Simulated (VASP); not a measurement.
TiO:

```
Ti O
1.0
     3.03100    0.00000    0.00000
    -1.51550    2.62492    0.00000
     0.00000    0.00000    3.23770
Ti O
1 1
Direct
  0.66667 0.33333 0.00000
  0.00000 0.00000 0.50000
```

Base run:

| Item | Value |
| --- | --- |
| Program | VASP 6.6.1 |
| Functional | PBEsol |
| Potentials or basis | VASP PAW PBE potentials, release 64 (Ti_sv, O) |
| Cutoff | 520 eV |
| k mesh | 9 × 9 × 7 |
| Occupations | gaussian, width 0.1 eV |
| Spin | no spin polarisation |

Its results: band gap on the k mesh 0.13 eV, direct; pressure -40.3 GPa.

Question: After a change of settings the same cell gave: band gap on the k mesh 2.74 eV; pressure -12.2 GPa. Which change was it?
A. occupations from gaussian, width 0.1 eV to gaussian, width 0.01 eV; further incar settings from ALGO = Normal; EDIFF = 1e-06; NBANDS = 16 to ALGO = Normal; EDIFF = 1e-07; NBANDS = 16
B. k mesh from 9 × 9 × 7 to 3 × 3 × 2
C. k mesh from 9 × 9 × 7 to 1 × 1 × 1
D. k mesh from 9 × 9 × 7 to 3 × 3 × 4

Answer: C.

Caveats: some runs use coarse meshes; the PAW data sets were made with another functional, which shifts forces and pressure a little.
